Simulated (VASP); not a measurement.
# RbCl (Fm-3m) in VASP: further runs, part 2 of 2

VASP 6.6.1. The steps go on from the part before.

## Step 5: Single point, LDA

This run uses another cell than the first one, of 35.09 Å³/atom.

Input file INCAR:

```
SYSTEM = RbCl
PREC     = Accurate       ! precision mode
ENCUT    = 500            ! plane-wave cutoff, eV
EDIFF    = 1E-6           ! SCF threshold, eV
ISMEAR   = -1             ! smearing method
SIGMA    = 0.05           ! smearing width, eV
LREAL    = .False.        ! projectors in reciprocal space
LASPH    = .True.         ! aspherical terms in the spheres
NELM     = 120            ! most SCF steps
ALGO     = Normal         ! electronic algorithm
ISIF     = 2              ! what is computed and relaxed
LWAVE    = .False.        ! write WAVECAR
LCHARG   = .False.        ! write CHGCAR
NBANDS   = 15             ! bands
GGA_COMPAT= .False.
```

Input file KPOINTS:

```
regular mesh
0
Gamma
  7 7 7
  0 0 0
```

Input file POSCAR:

```
RbCl
1.0
    0.0000000000      3.2740000000      3.2740000000
    3.2740000000      0.0000000000      3.2740000000
    3.2740000000      3.2740000000      0.0000000000
Rb Cl
1 1
Direct
    0.0000000000      0.0000000000      0.0000000000
    0.5000000000      0.5000000000      0.5000000000
```

Potentials or basis: VASP PAW LDA potentials, release 64 (Rb_sv, Cl).

Launch:

```sh
$ cat potpaw_LDA.64/Rb_sv/POTCAR potpaw_LDA.64/Cl/POTCAR > POTCAR
$ mpirun -np 1 vasp_std > vasp.out
```

OUTCAR:

```text
SYSTEM = RbCl
   PREC = Accurate
   ENCUT = 500
   EDIFF = 1E-6
   ISMEAR = -1
   LREAL = .False.
   LASPH = .True.
   NELM = 120
   ISIF = 2

 ion  position               nearest neighbor table
   1  0.000  0.000  0.000-   2 3.27   2 3.27   2 3.27   2 3.27   2 3.27   2 3.27
   2  0.500  0.500  0.500-   1 3.27   1 3.27   1 3.27   1 3.27   1 3.27   1 3.27

  LATTYP: Found a face centered cubic cell.
 ALAT       =     6.5480000000

  Lattice vectors:

 A1 = (   0.0000000000,   3.2740000000,   3.2740000000)
 A2 = (   3.2740000000,   0.0000000000,   3.2740000000)
 A3 = (   3.2740000000,   3.2740000000,   0.0000000000)

Analysis of symmetry for initial positions (statically):
=====================================================================
 Subroutine PRICEL returns:
 Original cell was already a primitive cell.

 Routine SETGRP: Setting up the symmetry group for a
 face centered cubic supercell.

 Subroutine GETGRP returns: Found 48 space group operations
 (whereof 48 operations were pure point group operations)
 out of a pool of 48 trial point group operations.

The static configuration has the point symmetry O_h .

Analysis of symmetry for dynamics (positions and initial velocities):
=====================================================================
 Subroutine PRICEL returns:
 Original cell was already a primitive cell.

 Routine SETGRP: Setting up the symmetry group for a
 face centered cubic supercell.

 Subroutine GETGRP returns: Found 48 space group operations
 (whereof 48 operations were pure point group operations)
 out of a pool of 48 trial point group operations.

The dynamic configuration has the point symmetry O_h .

 Subroutine INISYM returns: Found 48 space group operations
 (whereof 48 operations are pure point group operations),
 and found     1 'primitive' translations

----------------------------------------------------------------------------------------

                                     Primitive cell

  volume of cell :      70.1885

  direct lattice vectors                    reciprocal lattice vectors
[... 114 lines left out ...]
  energy-cutoff  :      500.00
  volume of cell :       70.19
 maximum number of plane-waves:      1807
 NGX is ok and might be reduce to    36
   NGX = 17   NGY = 17   NGZ = 17

 number of electron      16.0000001 magnetization

 Free energy of the ion-electron system (eV)
  ---------------------------------------------------
  ext. energy  EPLUGINS =         0.00000000
  ---------------------------------------------------
  free energy    TOTEN  =        -7.24413369 eV

  energy without entropy =       -7.24413369  energy(sigma->0) =       -7.24413369

 E-fermi :  -0.9992     XC(G=0):  -7.9648

 val. band max:       -2.0868682789   @ k =   0.0000   0.0000   0.0000
 cond. band min:       2.5155038869   @ k =   0.0000   0.0000   0.0000
 fundamental gap:      4.6023721658
 Fermi energy:        -0.9991810866

 k-point     1 :       0.0000    0.0000    0.0000
  band No.  band energies     occupation
      1     -25.8348      2.00000
      2     -14.0028      2.00000
      3      -9.9489      2.00000
      4      -9.9489      2.00000
      5      -9.9489      2.00000
      6      -2.0869      2.00000
      7      -2.0869      2.00000
      8      -2.0869      2.00000
      9       2.5155      0.00000
     10       5.6319      0.00000
     11       5.6319      0.00000
     12       5.6319      0.00000
     13       6.6863      0.00000
     14       6.6863      0.00000
[... 329 lines left out ...]
      2     -13.9928      2.00000
      3     -10.1681      2.00000
      4     -10.1058      2.00000
      5      -9.9447      2.00000
      6      -2.5987      2.00000
      7      -2.3616      2.00000
      8      -2.3481      2.00000
      9       4.9621      0.00000
     10       5.6528      0.00000
     11       7.0051      0.00000
     12       7.1990      0.00000
     13       9.0284      0.00000
     14       9.1874      0.00000
     15      10.2009      0.00000

------------------------ aborting loop because EDIFF is reached ----------------------------------------

  FORCE on cell =-STRESS in cart. coord.  units (eV):
  Direction    XX          YY          ZZ          XY          YZ          ZX
  --------------------------------------------------------------------------------------
  -------------------------------------------------------------------------------------
  Total       -0.6105068     -0.6105068     -0.6105068      0.0000000     -0.0000000      0.0000000
  in kB      -13.9359004    -13.9359004    -13.9359004      0.0000000     -0.0000000      0.0000000
  external PRESSURE =     -13.9359004 kB  Pullay stress =       0.0000000 kB

 VOLUME and BASIS-vectors are now :
 -----------------------------------------------------------------------------
  energy-cutoff  :      500.00
  volume of cell :       70.19
      direct lattice vectors                 reciprocal lattice vectors
     0.000000000  3.274000000  3.274000000    -0.152718387  0.152718387  0.152718387
     3.274000000  0.000000000  3.274000000     0.152718387 -0.152718387  0.152718387
     3.274000000  3.274000000  0.000000000     0.152718387  0.152718387 -0.152718387

 POSITION                                       TOTAL-FORCE (eV/Angst)
 -----------------------------------------------------------------------------------
      0.00000      0.00000      0.00000        -0.000000     -0.000000      0.000000
      3.27400      3.27400      3.27400         0.000000      0.000000     -0.000000
 -----------------------------------------------------------------------------------
    total drift:                                0.000000      0.000000      0.000000

  FREE ENERGIE OF THE ION-ELECTRON SYSTEM (eV)
  ---------------------------------------------------
  free  energy   TOTEN  =        -7.2441336912 eV

  energy  without entropy=       -7.2441336911  energy(sigma->0) =       -7.24413369
```

OSZICAR:

```text
N       E                     dE             d eps       ncg     rms          rms(c)
DAV:   1     0.748190449747E+02    0.74819E+02   -0.65914E+03   600   0.899E+02
DAV:   2    -0.218744898505E+01   -0.77006E+02   -0.71878E+02   860   0.166E+02
DAV:   3    -0.742916071595E+01   -0.52417E+01   -0.52124E+01   768   0.427E+01
DAV:   4    -0.760347843739E+01   -0.17432E+00   -0.17428E+00   868   0.735E+00
DAV:   5    -0.760527174003E+01   -0.17933E-02   -0.17933E-02   805   0.719E-01    0.323E+00
DAV:   6    -0.727923776222E+01    0.32603E+00   -0.43515E-01   740   0.332E+00    0.245E+00
DAV:   7    -0.724507432407E+01    0.34163E-01   -0.73898E-02   810   0.153E+00    0.136E+00
DAV:   8    -0.724384814189E+01    0.12262E-02   -0.95631E-03   832   0.571E-01    0.153E-01
DAV:   9    -0.724403751136E+01   -0.18937E-03   -0.70730E-04   818   0.137E-01    0.821E-02
DAV:  10    -0.724412940269E+01   -0.91891E-04   -0.97791E-05   672   0.636E-02    0.667E-03
DAV:  11    -0.724413310477E+01   -0.37021E-05   -0.43916E-06   754   0.142E-02    0.507E-03
DAV:  12    -0.724413369120E+01   -0.58642E-06   -0.18020E-06   691   0.761E-03
   1 F= -.72441337E+01 E0= -.72441337E+01  d E =-.738506E-10
```

stdout:

```text
POSCAR found type information on POSCAR RbCl
 POSCAR found :  2 types and       2 ions
 scaLAPACK will be used
 LDA part: xc-table for (Slater(with rela. corr.)+CA(PZ))
 , standard interpolation
 POSCAR, INCAR and KPOINTS ok, starting setup
 FFT: planning ... GRIDC
 FFT: planning ... GRID_SOFT
 FFT: planning ... GRID
 WAVECAR not read
 entering main loop
```

Wall time 28 s (1 thread of AMD EPYC 7R13, shared host); peak memory 0.15 GiB.

Results:

```
Free energy            : -7.2441 eV
Pressure               : -1.4 GPa
Band gap on the k mesh : 4.60 eV
```

Caveat: an odd mesh through Γ misses points on the zone boundary, where band edges can lie.

## Step 6: Single point, LDA

This run uses another cell than the first one, of 35.80 Å³/atom.

Input file INCAR:

```
SYSTEM = RbCl
PREC = Accurate ; ENCUT = 500
EDIFF = 1E-6 ; ISMEAR = -1
SIGMA = 0.05 ; LREAL = .False.
LASPH = .True. ; NELM = 120
ALGO = Normal ; ISIF = 2
LWAVE = .False. ; LCHARG = .True.
GGA = CA ; LELF = .True.
LVHAR = .True. ; NBANDS = 15
GGA_COMPAT = .False.
```

Input file KPOINTS:

```
Automatic mesh
0
Gamma
  7 7 7
  0 0 0
```

Input file POSCAR:

```
RbCl
1.0
    0.0000000000      3.2956827511      3.2956827511
    3.2956827511      0.0000000000      3.2956827511
    3.2956827511      3.2956827511      0.0000000000
Rb Cl
1 1
Direct
    0.0000000000      0.0000000000      0.0000000000
    0.5000000000      0.5000000000      0.5000000000
```

Potentials or basis: VASP PAW LDA potentials, release 64 (Rb_sv, Cl).

Launch:

```sh
$ cat potpaw_LDA.64/Rb_sv/POTCAR potpaw_LDA.64/Cl/POTCAR > POTCAR
$ mpirun -np 1 vasp_std > vasp.out
```

OUTCAR:

```text
SYSTEM = RbCl
   PREC = Accurate
   ENCUT = 500
   EDIFF = 1E-6
   ISMEAR = -1
   LREAL = .False.
   LASPH = .True.
   NELM = 120
   ISIF = 2
   GGA = CA

 ion  position               nearest neighbor table
   1  0.000  0.000  0.000-   2 3.30   2 3.30   2 3.30   2 3.30   2 3.30   2 3.30
   2  0.500  0.500  0.500-   1 3.30   1 3.30   1 3.30   1 3.30   1 3.30   1 3.30

  LATTYP: Found a face centered cubic cell.
 ALAT       =     6.5913655022

  Lattice vectors:

 A1 = (   0.0000000000,   3.2956827511,   3.2956827511)
 A2 = (   3.2956827511,   0.0000000000,   3.2956827511)
 A3 = (   3.2956827511,   3.2956827511,   0.0000000000)

Analysis of symmetry for initial positions (statically):
=====================================================================
 Subroutine PRICEL returns:
 Original cell was already a primitive cell.

 Routine SETGRP: Setting up the symmetry group for a
 face centered cubic supercell.

 Subroutine GETGRP returns: Found 48 space group operations
 (whereof 48 operations were pure point group operations)
 out of a pool of 48 trial point group operations.

The static configuration has the point symmetry O_h .

Analysis of symmetry for dynamics (positions and initial velocities):
=====================================================================
 Subroutine PRICEL returns:
 Original cell was already a primitive cell.

 Routine SETGRP: Setting up the symmetry group for a
 face centered cubic supercell.

 Subroutine GETGRP returns: Found 48 space group operations
 (whereof 48 operations were pure point group operations)
 out of a pool of 48 trial point group operations.

The dynamic configuration has the point symmetry O_h .

 Subroutine INISYM returns: Found 48 space group operations
 (whereof 48 operations are pure point group operations),
 and found     1 'primitive' translations

----------------------------------------------------------------------------------------
[... 116 lines left out ...]
   IVDW    =     0    specifies the selected vdW correction
   LEPSILON=     F    determine dielectric tensor
   LRPA    =     F    only Hartree local field effects (RPA)
 non-spin polarized calculation
  energy-cutoff  :      500.00
  volume of cell :       71.59
 maximum number of plane-waves:      1841
 NGX is ok and might be reduce to    36
   NGX = 17   NGY = 17   NGZ = 17

 number of electron      16.0000001 magnetization

 Free energy of the ion-electron system (eV)
  ---------------------------------------------------
  ext. energy  EPLUGINS =         0.00000000
  ---------------------------------------------------
  free energy    TOTEN  =        -7.23108111 eV

  energy without entropy =       -7.23108111  energy(sigma->0) =       -7.23108111

 E-fermi :  -1.0150     XC(G=0):  -7.8843

 val. band max:       -2.1621909987   @ k =   0.0000   0.0000   0.0000
 cond. band min:       2.3806802159   @ k =   0.0000   0.0000   0.0000
 fundamental gap:      4.5428712146
 Fermi energy:        -1.0149666741

 k-point     1 :       0.0000    0.0000    0.0000
  band No.  band energies     occupation
      1     -25.9551      2.00000
      2     -14.0597      2.00000
      3     -10.0690      2.00000
      4     -10.0690      2.00000
      5     -10.0690      2.00000
      6      -2.1622      2.00000
      7      -2.1622      2.00000
      8      -2.1622      2.00000
      9       2.3807      0.00000
     10       5.5458      0.00000
     11       5.5458      0.00000
     12       5.5458      0.00000
     13       6.5852      0.00000
     14       6.5852      0.00000
[... 329 lines left out ...]
      2     -14.0482      2.00000
      3     -10.2725      2.00000
      4     -10.2148      2.00000
      5     -10.0665      2.00000
      6      -2.6563      2.00000
      7      -2.4376      2.00000
      8      -2.4193      2.00000
      9       4.8655      0.00000
     10       5.5382      0.00000
     11       6.8249      0.00000
     12       7.0349      0.00000
     13       8.8702      0.00000
     14       9.0114      0.00000
     15      10.0012      0.00000

------------------------ aborting loop because EDIFF is reached ----------------------------------------

  FORCE on cell =-STRESS in cart. coord.  units (eV):
  Direction    XX          YY          ZZ          XY          YZ          ZX
  --------------------------------------------------------------------------------------
  -------------------------------------------------------------------------------------
  Total       -0.7430360     -0.7430360     -0.7430360      0.0000000      0.0000000      0.0000000
  in kB      -16.6285457    -16.6285457    -16.6285457      0.0000000      0.0000000      0.0000000
  external PRESSURE =     -16.6285457 kB  Pullay stress =       0.0000000 kB

 VOLUME and BASIS-vectors are now :
 -----------------------------------------------------------------------------
  energy-cutoff  :      500.00
  volume of cell :       71.59
      direct lattice vectors                 reciprocal lattice vectors
     0.000000000  3.295682751  3.295682751    -0.151713632  0.151713632  0.151713632
     3.295682751  0.000000000  3.295682751     0.151713632 -0.151713632  0.151713632
     3.295682751  3.295682751  0.000000000     0.151713632  0.151713632 -0.151713632

 POSITION                                       TOTAL-FORCE (eV/Angst)
 -----------------------------------------------------------------------------------
      0.00000      0.00000      0.00000        -0.000000     -0.000000     -0.000000
      3.29568      3.29568      3.29568         0.000000      0.000000      0.000000
 -----------------------------------------------------------------------------------
    total drift:                                0.000000      0.000000      0.000000

  FREE ENERGIE OF THE ION-ELECTRON SYSTEM (eV)
  ---------------------------------------------------
  free  energy   TOTEN  =        -7.2310811077 eV

  energy  without entropy=       -7.2310811077  energy(sigma->0) =       -7.23108111
```

stdout:

```text
POSCAR found type information on POSCAR RbCl
 POSCAR found :  2 types and       2 ions
 scaLAPACK will be used
 LDA part: xc-table for (Slater(with rela. corr.)+CA(PZ))
 , standard interpolation
 POSCAR, INCAR and KPOINTS ok, starting setup
 FFT: planning ... GRIDC
 FFT: planning ... GRID_SOFT
 FFT: planning ... GRID
 WAVECAR not read
 entering main loop
```

Run time: 44 s. Hardware: 1 thread of AMD EPYC 7R13, shared host; peak memory 0.15 GiB.

Results:

```yaml
Free_energy: -7.2311 eV
Pressure: -1.7 GPa
Band_gap_on_the_k_mesh: 4.54 eV
```

Caveat: an odd mesh through Γ misses points on the zone boundary, where band edges can lie. Expect the measured gap to be larger: semilocal functionals such as LDA lack the derivative discontinuity.

## Step 7: The runs side by side

| cell | gap on the mesh (eV) | pressure (GPa) |
| --- | --- | --- |
| a = 4.536 Å, angles 60.0°, 2 atoms | 4.80 | -0.3 |
| a = 4.568 Å, angles 60.0°, 2 atoms | 4.73 | -0.7 |
| a = 4.599 Å, angles 60.0°, 2 atoms | 4.66 | -1.1 |
| a = 4.630 Å, angles 60.0°, 2 atoms | 4.60 | -1.4 |
| a = 4.661 Å, angles 60.0°, 2 atoms | 4.54 | -1.7 |

Alike in all rows: task single point; level LDA; potentials or basis VASP PAW LDA potentials, release 64 (Rb_sv, Cl); no spin polarisation; k mesh 7 × 7 × 7; cutoff (eV) 500; smearing fermi-dirac 0.05 eV.

Caveats: an odd mesh through Γ misses points on the zone boundary, where band edges can lie (at least some runs).

Absolute energies hang on the potentials; compare differences alone.
